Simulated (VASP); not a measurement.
Write the native input for VASP 6.6.1 that does the following.

| Quantity | Value |
| --- | --- |
| Task | single point |
| Functional | PBE |
| Dispersion | D3(BJ) |
| Potentials or basis | VASP PAW PBE potentials, release 64 (Mg, Ge_d) |
| Cutoff | 520 eV |
| k mesh | 10 × 10 × 6 |
| Occupations | gaussian, width 0.1 eV |
| Spin | no spin polarisation |
| Dipole correction | no |
| Further INCAR settings | ALGO = Normal; EDIFF = 1e-06; NBANDS = 37 |

The structure of MgGe4 lies in POSCAR:

```
MgGe4
1.0
    3.8713725145      0.0000000000      0.0000000000
    0.0000000000      3.8713725145      0.0000000000
    0.0000000000      0.0000000000      6.6376836977
Mg Ge
1 4
Direct
    0.0000000000      0.0000000000      0.0000000000
    0.0000000000      0.5000000000      0.6920666609
    0.5000000000      0.0000000000      0.6920666609
    0.0000000000      0.5000000000      0.3079333391
    0.5000000000      0.0000000000      0.3079333391
```

These files were run (other wordings do the same):

INCAR

```
SYSTEM = MgGe4
  PREC = Accurate
  ENCUT = 520
  EDIFF = 1E-6
  ISMEAR = 0
  SIGMA = 0.1
  LREAL = .False.
  LASPH = .True.
  NELM = 80
  ALGO = Normal
  ISIF = 2
  LWAVE = .False.
  LCHARG = .True.
  GGA = PE
  IVDW = 12
  LELF = .True.
  LVHAR = .True.
  NBANDS = 37
```

KPOINTS

```
regular mesh
0
Gamma
  10 10 6
  0 0 0
```

Potentials or basis: VASP PAW PBE potentials, release 64 (Mg, Ge_d).

Launch:

```bash
$ cat potpaw_PBE.64/Mg/POTCAR potpaw_PBE.64/Ge_d/POTCAR > POTCAR
$ mpirun -np 1 vasp_std > vasp.out
```

Results of the run:

```json
{
  "Pressure": "0.0 GPa",
  "Largest force": "0.010 eV/Å",
  "Band gap on the k mesh": "zero (bands 29 and 30 overlap by 3.61 eV)",
  "Dispersion energy per atom": "-0.331 eV"
}
```

It took 6.3 min on 1 thread of AMD EPYC 7R13 (shared host), peak memory 0.34 GiB.
